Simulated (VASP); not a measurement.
# SiP5 (Cm) in VASP: single point with PBE

Aim: the single point of SiP5 with PBE.

Program: VASP 6.6.1. These are calculated values, not measurements. Logs are shortened: lines on timing, memory, paths and dates and some standing lists are left out, and cuts for length are marked.

## Step 1: The cell of the first run

Symmetry: Cm, No. 8, monoclinic system. The conventional cell has a = 5.955 Å, b = 10.371 Å, c = 3.821 Å, α = 90.00°, β = 121.68°, γ = 90.00°. Within 3.1 Å of Si (site symmetry m) lie 6 P at 2.35 to 2.79 Å. Within 3.0 Å of P (site symmetry 1) lie 6 P at 2.25 to 2.96 Å. P (site symmetry 1) has 4 P at 2.25 to 2.96 Å and 2 Si at 2.35 to 2.79 Å within 3.0 Å. P (site symmetry m) has 4 P at 2.26 to 2.95 Å and 2 Si at 2.40 to 2.74 Å within 3.0 Å.

## Step 2: Single point, PBE

INCAR

```
SYSTEM = SiP5
ALGO = Normal
EDIFF = 1E-7
ENCUT = 520
GGA = PE
ISIF = 2
ISMEAR = 0
LASPH = .True.
LCHARG = .False.
LREAL = .False.
LWAVE = .False.
NBANDS = 24
NELM = 100
PREC = Accurate
SIGMA = 0.2
```

KPOINTS

```
k-points
0
Gamma
  4 4 5
  0 0 0
```

POSCAR

```
SiP5
1.0
    2.9772506204     -5.1853657473     -0.0100714069
    2.9772506204      5.1853657473     -0.0100714069
   -1.9952489955      0.0000000000      3.2582083238
Si P
1 5
Direct
    0.0134000283      0.0134000283      0.0396030659
    0.3296761185      0.6636523270     -0.0149139293
    0.2158679361      0.8885513491      0.6485750279
    0.6636523270      0.3296761185     -0.0149139293
    0.8885513491      0.2158679361      0.6485750279
    0.5388522409      0.5388522409      0.6430747369
```

Potentials or basis: VASP PAW PBE potentials, release 64 (Si, P).

On the command line:

```
$ cat potpaw_PBE.64/Si/POTCAR potpaw_PBE.64/P/POTCAR > POTCAR
$ mpirun -np 1 vasp_std > vasp.out
```

OUTCAR:

```text
SYSTEM = SiP5
   EDIFF = 1E-7
   ENCUT = 520
   GGA = PE
   ISIF = 2
   ISMEAR = 0
   LASPH = .True.
   LREAL = .False.
   NELM = 100
   PREC = Accurate

 ion  position               nearest neighbor table
   1  0.013  0.013  0.040-   3 2.35   5 2.35   6 2.40   6 2.74   5 2.79   3 2.79
   2  0.330  0.664  0.985-   5 2.25   6 2.26   3 2.30   5 2.93   6 2.95   3 2.96
   3  0.216  0.889  0.649-   4 2.25   2 2.30   1 2.35   1 2.79   4 2.93   2 2.96
   4  0.664  0.330  0.985-   3 2.25   6 2.26   5 2.30   3 2.93   6 2.95   5 2.96
   5  0.889  0.216  0.649-   2 2.25   4 2.30   1 2.35   1 2.79   2 2.93   4 2.96
   6  0.539  0.539  0.643-   2 2.26   4 2.26   1 2.40   1 2.74   4 2.95   2 2.95

  LATTYP: Found a base centered monoclinic cell.
 ALAT       =     5.9545353101
 B/A-ratio  =     1.7416525311
 C/A-ratio  =     0.6416275998
 COS(beta)  =    -0.5251170993

  Lattice vectors:

 A1 = (   2.9772506204,  -5.1853657473,  -0.0100714069)
 A2 = (   2.9772506204,   5.1853657473,  -0.0100714069)
 A3 = (  -1.9952489955,   0.0000000000,   3.2582083238)

Analysis of symmetry for initial positions (statically):
=====================================================================
 Subroutine PRICEL returns:
 Original cell was already a primitive cell.

 Routine SETGRP: Setting up the symmetry group for a
 base centered monoclinic supercell.

 Subroutine GETGRP returns: Found  2 space group operations
 (whereof  2 operations were pure point group operations)
 out of a pool of  4 trial point group operations.

The static configuration has the point symmetry C_1h.

Analysis of symmetry for dynamics (positions and initial velocities):
=====================================================================
 Subroutine PRICEL returns:
 Original cell was already a primitive cell.

 Routine SETGRP: Setting up the symmetry group for a
 base centered monoclinic supercell.

 Subroutine GETGRP returns: Found  2 space group operations
 (whereof  2 operations were pure point group operations)
 out of a pool of  4 trial point group operations.

The dynamic configuration has the point symmetry C_1h.

 Subroutine INISYM returns: Found  2 space group operations
 (whereof  2 operations are pure point group operations),
 and found     1 'primitive' translations

----------------------------------------------------------------------------------------

                                     Primitive cell

  volume of cell :     100.3929

  direct lattice vectors                    reciprocal lattice vectors
     2.977250620 -5.185365747 -0.010071407     0.168288795 -0.096425214  0.103056041
     2.977250620  5.185365747 -0.010071407     0.168288795  0.096425214  0.103056041
    -1.995248995  0.000000000  3.258208324     0.001040391  0.000000000  0.307554257

  length of vectors
     5.979309377  5.979309377  3.820594199     0.219634897  0.219634897  0.307556016

  position of ions in fractional coordinates (direct lattice)
     0.013400028  0.013400028  0.039603066
     0.329676118  0.663652327  0.985086071
     0.215867936  0.888551349  0.648575028
     0.663652327  0.329676118  0.985086071
     0.888551349  0.215867936  0.648575028
     0.538852241  0.538852241  0.643074737

  ion indices of the primitive-cell ions
   primitive index   ion index
                 1           1
                 2           2
                 3           3
                 4           4
                 5           5
                 6           6

----------------------------------------------------------------------------------------

 KPOINTS: k-points

Automatic generation of k-mesh.
 Grid dimensions read from file:
 generate k-points for:    4    4    5

 Generating k-lattice:

  Cartesian coordinates                     Fractional coordinates (reciprocal lattice)
     0.042072199 -0.024106303  0.025764010     0.250000000  0.000000000  0.000000000
     0.042072199  0.024106303  0.025764010     0.000000000  0.250000000  0.000000000
     0.000208078  0.000000000  0.061510851     0.000000000  0.000000000  0.200000000

  Length of vectors
     0.054908724  0.054908724  0.061511203

  Shift w.r.t. Gamma in fractional coordinates (k-lattice)
     0.000000000  0.000000000  0.000000000

 Subroutine IBZKPT returns following result:
 ===========================================

 Found     27 irreducible k-points:

 Following reciprocal coordinates:
            Coordinates               Weight
  0.000000  0.000000  0.000000      1.000000
  0.250000 -0.000000 -0.000000      4.000000
  0.500000 -0.000000 -0.000000      2.000000
  0.250000  0.250000 -0.000000      2.000000
  0.500000  0.250000 -0.000000      4.000000
 -0.250000  0.250000  0.000000      2.000000
[... 16 lines left out ...]
  0.500000  0.250000  0.400000      4.000000
 -0.250000  0.250000  0.400000      4.000000
 [... further k-points ...]
   k-points           NKPTS =     27   k-points in BZ     NKDIM =     27   number of bands    NBANDS=     24
   number of dos      NEDOS =    301   number of ions     NIONS =      6
   total plane-waves  NPLWV =  64512
   dimension x,y,z NGX =    48 NGY =   48 NGZ =   28
   dimension x,y,z NGXF=    96 NGYF=   96 NGZF=   56
   ions per type =               1   5
   NGX,Y,Z   is equivalent  to a cutoff of  13.35, 13.35, 12.18 a.u.
   NGXF,Y,Z  is equivalent  to a cutoff of  26.69, 26.69, 24.37 a.u.
 SYSTEM =  SiP5
   PREC   = accura    normal or accurate (medium, high low for compatibility)
   ISTART =      0    job   : 0-new  1-cont  2-samecut
   ICHARG =      2    charge: 1-file 2-atom 10-const
   ISPIN  =      1    spin polarized calculation?
   LNONCOLLINEAR =      F non collinear calculations
   LSORBIT =      F    spin-orbit coupling
   LASPH  =      T    aspherical Exc in radial PAW
   ENCUT  =  520.0 eV  38.22 Ry    6.18 a.u.  11.12 11.12  7.10*2*pi/ulx,y,z
   NELM   =    100;   NELMIN=  2; NELMDL= -5     # of ELM steps
   EDIFF  = 0.1E-06   stopping-criterion for ELM
   LREAL  =      F    real-space projection
   EDIFFG = 0.1E-05   stopping-criterion for IOM
   NSW    =      0    number of steps for IOM
   IBRION =     -1    ionic relax: 0-MD 1-quasi-New 2-CG
   NFREE  =      0    steps in history (QN), initial steepest desc. (CG)
   ISIF   =      2    stress and relaxation
   ISYM   =      2    0-nonsym 1-usesym 2-fastsym
   POTIM  = 0.5000    time-step for ionic-motion
   TEBEG  =    0.0;   TEEND  =   0.0 temperature during run
   PSTRESS=    0.0 pullay stress
   NELECT =      29.0000    total number of electrons
   NUPDOWN=      -1.0000    fix difference up-down
   EMIN   =  10.00;   EMAX   =-10.00  energy-range for DOS
   EFERMI =   0.00;   METHOD = LEGACY
   ISMEAR =     0;   SIGMA  =   0.20  broadening in eV -4-tet -1-fermi 0-gaus
   EFERMI_NEDOS =   21; number of points for ismear=-14 and -15
   IALGO  =     38    algorithm
   IMIX   =      4    mixing-type and parameters
     AMIX     =   0.40;   BMIX     =  1.00
     AMIX_MAG =   1.60;   BMIX_MAG =  1.00
  volume/ion in A,a.u.               =      16.73       112.91
  Fermi-wavevector in a.u.,A,eV,Ry     =   1.082197  2.045057 15.934479  1.171151
  Thomas-Fermi vector in A             =   2.218233
   LORBIT       =      0    0 simple, 1 ext, 2 COOP (PROOUT), +10 PAW based schemes
   GGA     = PE    functional components
   LHFCALC =     F    Hartree Fock is set to
   AEXX    =    0.0000 exact exchange contribution
   IVDW    =     0    specifies the selected vdW correction
   LEPSILON=     F    determine dielectric tensor
   LRPA    =     F    only Hartree local field effects (RPA)
 non-spin polarized calculation
 Gauss-broadening in eV      SIGMA  =   0.20
  energy-cutoff  :      520.00
  volume of cell :      100.39
 maximum number of plane-waves:      2719
 NGX is ok and might be reduce to    48
   NGX = 23   NGY = 23   NGZ = 15

 number of electron      29.0000001 magnetization

 Free energy of the ion-electron system (eV)
  ---------------------------------------------------
  ext. energy  EPLUGINS =         0.00000000
  ---------------------------------------------------
  free energy    TOTEN  =       -32.19922759 eV

  energy without entropy =      -32.17862919  energy(sigma->0) =      -32.18892839

 E-fermi :   8.0635     XC(G=0): -10.5461

 val. band max:        8.0516622965   @ k =   0.5000  -0.0000   0.4000
 cond. band min:       8.1518230038   @ k =  -0.2500   0.0000   0.2000
 fundamental gap:      0.1001607074
 Fermi energy:         8.0635360333

 k-point     1 :       0.0000    0.0000    0.0000
  band No.  band energies     occupation
      1      -7.5065      2.00000
      2      -3.4213      2.00000
      3      -3.0456      2.00000
      4      -2.7923      2.00000
      5      -1.2591      2.00000
      6       1.2492      2.00000
[... 16 lines left out ...]
     23      14.5087      0.00000
     24      14.5128      0.00000

 k-point     2 :       0.2500   -0.0000   -0.0000
  band No.  band energies     occupation
      1      -7.1417      2.00000
      2      -4.4597      2.00000
      3      -3.5969      2.00000
      4      -2.5109      2.00000
      5      -1.0045      2.00000
      6       2.1676      2.00000
[... 16 lines left out ...]
     23      12.6283      0.00000
     24      12.9204      0.00000

 k-point     3 :       0.5000   -0.0000   -0.0000
  band No.  band energies     occupation
      1      -6.3322      2.00000
      2      -5.7120      2.00000
      3      -3.9411      2.00000
      4      -2.7094      2.00000
      5       0.4271      2.00000
      6       1.3330      2.00000
[... 16 lines left out ...]
     23      12.1970      0.00000
     24      12.3751      0.00000
[... 514 lines left out ...]
 k-point    23 :       0.5000    0.2500    0.4000
  band No.  band energies     occupation
      1      -5.8001      2.00000
      2      -4.9173      2.00000
      3      -3.8589      2.00000
      4      -1.5385      2.00000
      5      -0.3106      2.00000
      6       0.6034      2.00000
[... 16 lines left out ...]
     23      14.2279      0.00000
     24      15.0003      0.00000

 k-point    24 :      -0.2500    0.2500    0.4000
  band No.  band energies     occupation
      1      -5.9192      2.00000
      2      -4.1740      2.00000
      3      -3.4825      2.00000
      4      -2.3250      2.00000
      5      -1.4316      2.00000
      6      -0.5525      2.00000
[... 16 lines left out ...]
     23      13.1403      0.00000
     24      14.2211      0.00000

 [... further k-points ...]

------------------------ aborting loop because EDIFF is reached ----------------------------------------

  FORCE on cell =-STRESS in cart. coord.  units (eV):
  Direction    XX          YY          ZZ          XY          YZ          ZX
  --------------------------------------------------------------------------------------
  -------------------------------------------------------------------------------------
  Total       -0.2182865     -0.1625986     -0.1286202      0.0000000      0.0000000     -0.0305280
  in kB       -3.4836496     -2.5949219     -2.0526584      0.0000000      0.0000000     -0.4871984
  external PRESSURE =      -2.7104100 kB  Pullay stress =       0.0000000 kB

 VOLUME and BASIS-vectors are now :
 -----------------------------------------------------------------------------
  energy-cutoff  :      520.00
  volume of cell :      100.39
      direct lattice vectors                 reciprocal lattice vectors
     2.977250620 -5.185365747 -0.010071407     0.168288795 -0.096425214  0.103056041
     2.977250620  5.185365747 -0.010071407     0.168288795  0.096425214  0.103056041
    -1.995248995  0.000000000  3.258208324     0.001040391  0.000000000  0.307554257

 POSITION                                       TOTAL-FORCE (eV/Angst)
 -----------------------------------------------------------------------------------
      0.00077      0.00000      0.12877        -0.011421     -0.000000     -0.026644
      0.99190      1.73179      3.19961        -0.025085     -0.025889     -0.033991
      1.99406      3.48811      2.10207         0.018431      0.023153      0.031962
      0.99190     -1.73179      3.19961        -0.025085      0.025889     -0.033991
      1.99406     -3.48811      2.10207         0.018431     -0.023153      0.031962
      1.92550      0.00000      2.08442         0.024730     -0.000000      0.030702
 -----------------------------------------------------------------------------------
    total drift:                               -0.000157      0.000000      0.000111

  FREE ENERGIE OF THE ION-ELECTRON SYSTEM (eV)
  ---------------------------------------------------
  free  energy   TOTEN  =       -32.1992275935 eV

  energy  without entropy=      -32.1786291864  energy(sigma->0) =      -32.18892839
```

It took 31 s on 1 thread of Intel Xeon 6975P-C (Granite Rapids), shared host; peak memory 0.24 GiB.

Results:

- Free energy: -32.1992 eV
- Pressure: -0.3 GPa
- Largest force: 0.050 eV/Å

Forces in eV/Å, atoms in the order of the input:
```
Si  -0.011  0.000 -0.027
P   -0.025 -0.026 -0.034
P    0.018  0.023  0.032
P   -0.025  0.026 -0.034
P    0.018 -0.023  0.032
P    0.025  0.000  0.031
```

Caveat: the k points lie up to 0.39 Å⁻¹ apart.
